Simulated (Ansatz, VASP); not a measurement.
## Al2Au: VASP beside Ansatz

Contents of POSCAR:

```
Al2Au
1.0
    0.0000000000      3.0000000000      3.0000000000
    3.0000000000      0.0000000000      3.0000000000
    3.0000000000      3.0000000000      0.0000000000
Au Al
1 2
Direct
    0.0000000000      0.0000000000      0.0000000000
    0.7500000000      0.7500000000      0.7500000000
    0.2500000000      0.2500000000      0.2500000000
```

The input INCAR.step1:

```
SYSTEM = Al2Au
PREC = Accurate ; ENCUT = 600
ISMEAR = -1 ; SIGMA = 0.05
LREAL = .False. ; LASPH = .True.
NELM = 60 ; GGA = PE
ALGO = Normal ; EDIFF = 1E-4
LWAVE = .True. ; LCHARG = .False.
```

Contents of INCAR.step2:

```
SYSTEM = Al2Au
PREC = Accurate ; ENCUT = 600
EDIFF = 1E-6 ; ISMEAR = -1
SIGMA = 0.05 ; LREAL = .False.
LASPH = .True. ; NELM = 60
ALGO = Normal ; ISIF = 3
LWAVE = .False. ; LCHARG = .False.
METAGGA = R2SCAN ; LMIXTAU = .True.
IBRION = 2 ; NSW = 60
EDIFFG = -0.01 ; ISTART = 1
```

File KPOINTS:

```
regular mesh
0
Gamma
  8 8 8
  0 0 0
```

Contents of input.yaml:

```yaml
crystal:
  lattice:
    - [0.0, 3.0, 3.0]
    - [3.0, 0.0, 3.0]
    - [3.0, 3.0, 0.0]
  atoms:
    - { symbol: Au, position: [0.0, 0.0, 0.0] }
    - { symbol: Al, position: [0.75, 0.75, 0.75] }
    - { symbol: Al, position: [0.25, 0.25, 0.25] }
hamiltonian:
  xc: r2scan
  pseudopotentials: { kind: paw }
kpoints:
  mp_grid: { grid: [8, 8, 8] }
scf:
  occupations: { method: fermi_dirac, width: 0.05 }
output:
  forces: true
  stress: true
  eigenvalues: true
  write_density: true
  write_potential: true
  elf: true
  volumetric_format: npy
relax:
  f_tol: 0.01
  max_steps: 40
  cell: { stress_tol: 0.05 }
```

Alike in both runs: task relaxation of cell and atoms; functional r2SCAN; k mesh 8 × 8 × 8; occupations fermi-dirac, width 0.05 eV; no spin polarisation.

```csv
,VASP,Ansatz
version,VASP 6.6.1,Ansatz 0.2.0
potentials or method,"VASP PAW PBE potentials, release 64 (Au, Al)",Ansatz PAW
plane-wave cutoff (eV),600,500
valence electrons in the cell,17,25
```

VASP gave:

```
gap on the k mesh at the Fermi level, each at its own relaxed structure (eV) : none
relaxed volume (Å³/atom)                                                     : 18.02
relaxed cell length with the largest relative difference (Å)                 : 4.244
```

Task: Which values does Ansatz return?

Result: gap on the k mesh at the Fermi level, each at its own relaxed structure (eV): none; relaxed volume (Å³/atom): 18.07; relaxed cell length with the largest relative difference (Å): 4.248.

VASP's potentials were made for PBE, not for r2SCAN. A gap of «none» marks a metal or a gap that the smearing closes. VASP's potentials hold 17 valence electrons a cell and Ansatz's 25, so a difference there can come from the potentials and not from the codes.

Neither program's run includes spin-orbit coupling. Noted on Ansatz's run: the plane-wave basis is chosen anew once the cell has moved, so the energies of steps on either side of that aren't comparable.
